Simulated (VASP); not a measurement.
# Pd (I4/mmm) in VASP: further runs

Pd is run at these levels: LDA; tasks: electric field gradients.

All numbers are computed with VASP 6.6.1; they aren't measurements. Logs are shortened: lines on timing, memory, paths and dates and some standing lists are left out, and cuts for length are marked.

### 1 The cell of the first run

The structure is tetragonal, space group I4/mmm (No. 139). The conventional cell has a = 2.668 Å, b = 2.668 Å, c = 3.890 Å, α = 90.00°, β = 90.00°, γ = 90.00°. Pd (site symmetry 4/mmm) has 12 Pd at 2.67 to 2.71 Å within 3.5 Å.

### 2 Electric field gradients, LDA (equal xx and yy strain of -3 %)

File INCAR:

```
SYSTEM = Pd
PREC = Accurate ; ENCUT = 520
EDIFF = 1E-8 ; ISMEAR = -1
SIGMA = 0.05 ; LREAL = .FALSE.
LASPH = .TRUE. ; NELM = 60
ALGO = Normal ; ISIF = 2
LWAVE = .FALSE. ; LCHARG = .FALSE.
GGA = CA ; LEFG = .TRUE.
NBANDS = 11
```

File KPOINTS:

```
regular mesh
0
G
  18 18 18
  0 0 0
```

File POSCAR:

```
Pd
1.0
    0.0000000000      1.8865530000      1.9449000000
    1.8865530000      0.0000000000      1.9449000000
    1.8865530000      1.8865530000      0.0000000000
Pd
1
Direct
    0.0000000000      0.0000000000      0.0000000000
```

Potentials or basis: VASP PAW LDA potentials, release 64 (Pd).

On the command line:

```console
$ cat potpaw_LDA.64/Pd/POTCAR > POTCAR
$ mpirun -np 1 vasp_std > vasp.out
```

OUTCAR:

```text
SYSTEM = Pd
   PREC = Accurate
   ENCUT = 520
   EDIFF = 1E-8
   ISMEAR = -1
   LREAL = .FALSE.
   LASPH = .TRUE.
   NELM = 60
   ISIF = 2
   GGA = CA

 ion  position               nearest neighbor table
   1  0.000  0.000  0.000-

  LATTYP: Found a body centered tetragonal cell.
 ALAT       =     2.6679888387
 C/A-ratio  =     1.4579521262

  Lattice vectors:

 A1 = (  -1.8865530000,   0.0000000000,   1.9449000000)
 A2 = (   1.8865530000,   0.0000000000,   1.9449000000)
 A3 = (   0.0000000000,   1.8865530000,  -1.9449000000)

Analysis of symmetry for initial positions (statically):
=====================================================================
 Subroutine PRICEL returns:
 Original cell was already a primitive cell.

 Routine SETGRP: Setting up the symmetry group for a
 body centered tetragonal supercell.

 Subroutine GETGRP returns: Found 16 space group operations
 (whereof 16 operations were pure point group operations)
 out of a pool of 16 trial point group operations.

The static configuration has the point symmetry D_4h.

Analysis of symmetry for dynamics (positions and initial velocities):
=====================================================================
 Subroutine PRICEL returns:
 Original cell was already a primitive cell.

 Routine SETGRP: Setting up the symmetry group for a
 body centered tetragonal supercell.

 Subroutine GETGRP returns: Found 16 space group operations
 (whereof 16 operations were pure point group operations)
 out of a pool of 16 trial point group operations.

The dynamic configuration has the point symmetry D_4h.

 Subroutine INISYM returns: Found 16 space group operations
 (whereof 16 operations are pure point group operations),
 and found     1 'primitive' translations

----------------------------------------------------------------------------------------

                                     Primitive cell

  volume of cell :      13.8441

  direct lattice vectors                    reciprocal lattice vectors
     0.000000000  1.886553000  1.944900000    -0.265033635  0.265033635  0.257082626
     1.886553000  0.000000000  1.944900000     0.265033635 -0.265033635  0.257082626
     1.886553000  1.886553000  0.000000000     0.265033635  0.265033635 -0.257082626

  length of vectors
     2.709560524  2.709560524  2.667988839     0.454507572  0.454507572  0.454507572

  position of ions in fractional coordinates (direct lattice)
     0.000000000  0.000000000  0.000000000

  ion indices of the primitive-cell ions
   primitive index   ion index
                 1           1

----------------------------------------------------------------------------------------

 KPOINTS: regular mesh

Automatic generation of k-mesh.
 Grid dimensions read from file:
 generate k-points for:   18   18   18

 Generating k-lattice:

  Cartesian coordinates                     Fractional coordinates (reciprocal lattice)
    -0.014724091  0.014724091  0.014282368     0.055555556  0.000000000  0.000000000
     0.014724091 -0.014724091  0.014282368     0.000000000  0.055555556  0.000000000
     0.014724091  0.014724091 -0.014282368     0.000000000  0.000000000  0.055555556

  Length of vectors
     0.025250421  0.025250421  0.025250421

  Shift w.r.t. Gamma in fractional coordinates (k-lattice)
     0.000000000  0.000000000  0.000000000

 Subroutine IBZKPT returns following result:
 ===========================================

 Found    480 irreducible k-points:

 Following reciprocal coordinates:
            Coordinates               Weight
  0.000000  0.000000  0.000000      1.000000
  0.055556  0.000000  0.000000      8.000000
  0.111111  0.000000  0.000000      8.000000
  0.166667  0.000000  0.000000      8.000000
  0.222222  0.000000  0.000000      8.000000
  0.277778  0.000000  0.000000      8.000000
[... 16 lines left out ...]
 -0.277778  0.055556  0.000000      8.000000
 -0.222222  0.055556  0.000000      8.000000
 [... further k-points ...]
   k-points           NKPTS =    480   k-points in BZ     NKDIM =    480   number of bands    NBANDS=     11
   number of dos      NEDOS =    301   number of ions     NIONS =      1
   total plane-waves  NPLWV =   8000
   dimension x,y,z NGX =    20 NGY =   20 NGZ =   20
   dimension x,y,z NGXF=    40 NGYF=   40 NGZF=   40
   ions per type =               1
   NGX,Y,Z   is equivalent  to a cutoff of  12.27, 12.27, 12.46 a.u.
   NGXF,Y,Z  is equivalent  to a cutoff of  24.54, 24.54, 24.92 a.u.
 SYSTEM =  Pd
   PREC   = accura    normal or accurate (medium, high low for compatibility)
   ISTART =      0    job   : 0-new  1-cont  2-samecut
   ICHARG =      2    charge: 1-file 2-atom 10-const
   ISPIN  =      1    spin polarized calculation?
   LNONCOLLINEAR =      F non collinear calculations
   LSORBIT =      F    spin-orbit coupling
   LASPH  =      T    aspherical Exc in radial PAW
   ENCUT  =  520.0 eV  38.22 Ry    6.18 a.u.   5.04  5.04  4.96*2*pi/ulx,y,z
   NELM   =     60;   NELMIN=  2; NELMDL= -5     # of ELM steps
   EDIFF  = 0.1E-07   stopping-criterion for ELM
   LREAL  =      F    real-space projection
   EDIFFG = 0.1E-06   stopping-criterion for IOM
   NSW    =      0    number of steps for IOM
   IBRION =     -1    ionic relax: 0-MD 1-quasi-New 2-CG
   NFREE  =      0    steps in history (QN), initial steepest desc. (CG)
   ISIF   =      2    stress and relaxation
   ISYM   =      2    0-nonsym 1-usesym 2-fastsym
   POTIM  = 0.5000    time-step for ionic-motion
   TEBEG  =    0.0;   TEEND  =   0.0 temperature during run
   PSTRESS=    0.0 pullay stress
   NELECT =      10.0000    total number of electrons
   NUPDOWN=      -1.0000    fix difference up-down
   EMIN   =  10.00;   EMAX   =-10.00  energy-range for DOS
   EFERMI =   0.00;   METHOD = LEGACY
   ISMEAR =    -1;   SIGMA  =   0.05  broadening in eV -4-tet -1-fermi 0-gaus
   EFERMI_NEDOS =   21; number of points for ismear=-14 and -15
   IALGO  =     38    algorithm
   IMIX   =      4    mixing-type and parameters
     AMIX     =   0.40;   BMIX     =  1.00
     AMIX_MAG =   1.60;   BMIX_MAG =  1.00
  volume/ion in A,a.u.               =      13.84        93.42
  Fermi-wavevector in a.u.,A,eV,Ry     =   1.468880  2.775781 29.356056  2.157609
  Thomas-Fermi vector in A             =   2.584325
   LORBIT       =      0    0 simple, 1 ext, 2 COOP (PROOUT), +10 PAW based schemes
   GGA     = CA    functional components
   LHFCALC =     F    Hartree Fock is set to
   AEXX    =    0.0000 exact exchange contribution
   IVDW    =     0    specifies the selected vdW correction
   LEPSILON=     F    determine dielectric tensor
   LRPA    =     F    only Hartree local field effects (RPA)
 non-spin polarized calculation
  energy-cutoff  :      520.00
  volume of cell :       13.84
 maximum number of plane-waves:       386
   NGX =  9   NGY =  9   NGZ =  9

 number of electron      10.0000002 magnetization

 Free energy of the ion-electron system (eV)
  ---------------------------------------------------
  ext. energy  EPLUGINS =         0.00000000
  ---------------------------------------------------
  free energy    TOTEN  =        -6.49917381 eV

  energy without entropy =       -6.48273338  energy(sigma->0) =       -6.49095360

 E-fermi :  10.7294     XC(G=0): -13.9075

 val. band max:       10.7195669122   @ k =   0.4444   0.0000   0.1111
 cond. band min:      10.7298016235   @ k =  -0.4444   0.0556   0.1111
 fundamental gap:      0.0102347113
 Fermi energy:        10.7293930902

 k-point     1 :       0.0000    0.0000    0.0000
  band No.  band energies     occupation
      1       2.9777      2.00000
      2       7.3327      2.00000
      3       7.6565      2.00000
      4       7.6565      2.00000
      5       9.1911      2.00000
      6       9.5363      2.00000
      7      27.8677      0.00000
      8      32.4124      0.00000
      9      33.2095      0.00000
     10      33.2095      0.00000
     11      36.2575      0.00000

 k-point     2 :       0.0556    0.0000    0.0000
  band No.  band energies     occupation
      1       3.0968      2.00000
      2       7.3463      2.00000
      3       7.6405      2.00000
      4       7.6997      2.00000
      5       9.1738      2.00000
      6       9.5096      2.00000
      7      28.0122      0.00000
      8      32.0658      0.00000
      9      32.9573      0.00000
     10      33.3612      0.00000
     11      36.2747      0.00000
[... 295 lines left out ...]
 k-point    24 :      -0.2222    0.0556    0.0000
  band No.  band energies     occupation
      1       4.7744      2.00000
      2       7.3038      2.00000
      3       7.7707      2.00000
      4       8.0798      2.00000
      5       9.2824      2.00000
      6       9.7566      2.00000
      7      26.0646      0.00000
      8      29.0591      0.00000
      9      33.3933      0.00000
     10      35.8911      0.00000
     11      36.6463      0.00000

 [... further k-points ...]

------------------------ aborting loop because EDIFF is reached ----------------------------------------

  FORCE on cell =-STRESS in cart. coord.  units (eV):
  Direction    XX          YY          ZZ          XY          YZ          ZX
  --------------------------------------------------------------------------------------
  -------------------------------------------------------------------------------------
  Total        0.5572464      0.5572464      0.3356746      0.0000000      0.0000000     -0.0000000
  in kB       64.4900304     64.4900304     38.8475596      0.0000000      0.0000000     -0.0000000
  external PRESSURE =      55.9425402 kB  Pullay stress =       0.0000000 kB

 VOLUME and BASIS-vectors are now :
 -----------------------------------------------------------------------------
  energy-cutoff  :      520.00
  volume of cell :       13.84
      direct lattice vectors                 reciprocal lattice vectors
     0.000000000  1.886553000  1.944900000    -0.265033635  0.265033635  0.257082626
     1.886553000  0.000000000  1.944900000     0.265033635 -0.265033635  0.257082626
     1.886553000  1.886553000  0.000000000     0.265033635  0.265033635 -0.257082626

 POSITION                                       TOTAL-FORCE (eV/Angst)
 -----------------------------------------------------------------------------------
      0.00000      0.00000      0.00000         0.000000      0.000000      0.000000
 -----------------------------------------------------------------------------------
    total drift:                                0.000000      0.000000     -0.000000

  FREE ENERGIE OF THE ION-ELECTRON SYSTEM (eV)
  ---------------------------------------------------
  free  energy   TOTEN  =        -6.4991738132 eV

  energy  without entropy=       -6.4827333847  energy(sigma->0) =       -6.49095360

 Electric field gradients (V/A^2)
---------------------------------------------------------------------
 ion       V_xx      V_yy      V_zz      V_xy      V_xz      V_yz
---------------------------------------------------------------------
   1       1.353     1.353    -2.705     0.001     0.000     0.000
---------------------------------------------------------------------

 Electric field gradients after diagonalization (V/A^2)
 (convention: |V_zz| > |V_xx| > |V_yy|)
----------------------------------------------------------------------
 ion       V_xx      V_yy      V_zz     asymmetry (V_yy - V_xx)/ V_zz
----------------------------------------------------------------------
   1       1.354     1.351    -2.705       0.001
----------------------------------------------------------------------

           NMR quadrupolar parameters

 Cq : quadrupolar parameter    Cq=e*Q*V_zz/h
 eta: asymmetry parameters     (V_yy - V_xx)/ V_zz
 Q  : nuclear electric quadrupole moment in mb (millibarn)
----------------------------------------------------------------------
 ion       Cq(MHz)       eta       Q (mb)
----------------------------------------------------------------------
   1      -0.007       0.001       1.000
----------------------------------------------------------------------
```

It took 25 s on 1 thread of Intel Xeon 6975P-C (Granite Rapids), shared host; peak memory 0.17 GiB.

Results:

| Quantity | Value |
| --- | --- |
| Free energy | -6.4992 eV |
| Pressure | 5.6 GPa |
| Band gap on the k mesh | zero (band 5 reaches 11.18 eV, above the bottom of band 6 at 9.29 eV) |

Electric field gradients, principal values (V/Å²):
```csv
atom,least,middle,greatest (by size)
1 Pd,1.351,1.354,-2.705
```

Caveat: the cell differs from its parent crystal (equal xx and yy strain of -3 %); without QUAD_EFG the Cq values of the log hold for a quadrupole moment of 1 mb, not for the nuclei.

(Part 1 of 3 ends here.)
